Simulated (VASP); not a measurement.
A run of VASP 6.6.1 is set up as follows.

The input INCAR:

```
ALGO = Normal
EDIFF = 1E-6
ENCUT = 750
GGA_COMPAT = False
ISIF = 2
ISMEAR = 0
LASPH = True
LCHARG = True
LELF = True
LREAL = False
LVHAR = True
LWAVE = False
NBANDS = 13
NELM = 120
PREC = Accurate
SIGMA = 0.1
```

Contents of KPOINTS:

```
k-points
0
Gamma
  6 6 6
```

Contents of POSCAR:

```
Li2Se
1.0
    0.0000000000      3.0025000000      3.0025000000
    3.0025000000      0.0000000000      3.0025000000
    3.0025000000      3.0025000000      0.0000000000
Li Se
2 1
Direct
    0.2500000000      0.2500000000      0.2500000000
    0.7500000000      0.7500000000      0.7500000000
    0.0000000000      0.0000000000      0.0000000000
```

Potentials or basis: VASP PAW LDA potentials, release 64 (Li_sv, Se).

The run is started by

```bash
$ cat potpaw_LDA.64/Li_sv/POTCAR potpaw_LDA.64/Se/POTCAR > POTCAR
$ mpirun -np 1 vasp_std > vasp.out
```

Question: Estimate the band gap on the k mesh.

Answer: 2.81 eV, indirect (least direct gap 3.21 eV).

Question: Estimate the pressure.

Answer: -2.6 GPa.

A k mesh can miss the band edges. A hybrid or GW would open this gap; LDA tends to underestimate it.
